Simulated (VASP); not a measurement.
## TiPd: vibrations by perturbation theory with LDA

Crystal: TiPd.

```
CELL_PARAMETERS angstrom
3.10453 0.00000 0.00000
0.00000 3.10453 0.00000
0.00000 0.00000 3.10453
ATOMIC_POSITIONS crystal
Ti 0.50000 0.50000 0.50000
Pd 0.00000 0.00000 0.00000
```

| Quantity | Value |
| --- | --- |
| Program | VASP 6.6.1 |
| Task | vibrations by perturbation theory |
| Functional | LDA |
| Potentials or basis | VASP PAW LDA potentials, release 64 (Ti_sv, Pd) |
| Cutoff | 520 eV |
| k mesh | 14 × 14 × 14 |
| Occupations | fermi-dirac, width 0.15 eV |
| Spin | no spin polarisation |
| Dipole correction | no |
| Further INCAR settings | ALGO = Normal; EDIFF = 1e-08; NBANDS = 18; IBRION = 8; NSW = 1 |

```yaml
Highest_phonon_frequency_at_Γ: 174 cm⁻¹
```

Phonon frequencies in cm⁻¹ (negative: imaginary):
```
              q point        frequencies
(0.000, 0.000, 0.000)  0 0 0 174 174 174
```

Wall time 4.7 min on 1 thread of Intel(R) Xeon(R) Platinum 8559C (Emerald Rapids), on a shared host, peak memory 0.42 GiB.
